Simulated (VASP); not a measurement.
Wanted: the native input for a VASP 6.6.1 run.

```
Task                   : single point
Functional             : PBE
Potentials or basis    : VASP PAW PBE potentials, release 64 (Cu, F)
Cutoff                 : 520 eV
k mesh                 : 8 × 8 × 8
Occupations            : gaussian, width 0.1 eV
Spin                   : collinear spin, ferromagnetic start
Starting moments       : [1.0, 0.0] μB
Dipole correction      : no
Further INCAR settings : ALGO = Normal; EDIFF = 1e-06; NBANDS = 20
```

The structure of CuF lies in POSCAR:

```
CuF
1.0
    0.0000000000      2.1918745230      2.3393651451
    2.0607717478      0.0000000000      2.3393651451
    2.0607717478      2.1918745230      0.0000000000
Cu F
1 1
Direct
    0.0000000000      0.0000000000      0.0000000000
    0.5000000000      0.5000000000      0.5000000000
```

The input as run:

INCAR

```
  PREC = Accurate
  ENCUT = 520
  EDIFF = 1E-6
  ISMEAR = 0
  SIGMA = 0.1
  LREAL = False
  LASPH = True
  NELM = 150
  ALGO = Normal
  ISIF = 2
  LWAVE = False
  LCHARG = True
  ISPIN = 2
  MAGMOM = 1 0
  LORBIT = 11
  LMAXMIX = 4
  GGA = PE
  LELF = True
  LVHAR = True
  NBANDS = 20
```

KPOINTS

```
regular mesh
0
Gamma
  8 8 8
```

Potentials or basis: VASP PAW PBE potentials, release 64 (Cu, F).

Command:

```bash
$ cat potpaw_PBE.64/Cu/POTCAR potpaw_PBE.64/F/POTCAR > POTCAR
$ mpirun -np 1 vasp_std > vasp.out
```

It gave:

| Item | Value |
| --- | --- |
| Pressure | 16.6 GPa |
| Band gap on the k mesh | zero (filled and empty bands overlap) |
| Net moment | 0.00 μB per cell |
| Valence electrons inside the program's atomic spheres | Cu 9.84; F 6.06 |

Caveat: semilocal functionals often make such compounds metallic where correlation or magnetic order opens a gap, which also shifts bond lengths.

Wall time 41 s on 1 thread of Intel(R) Xeon(R) Platinum 8488C (Sapphire Rapids), with other jobs on the host, peak memory 0.19 GiB.
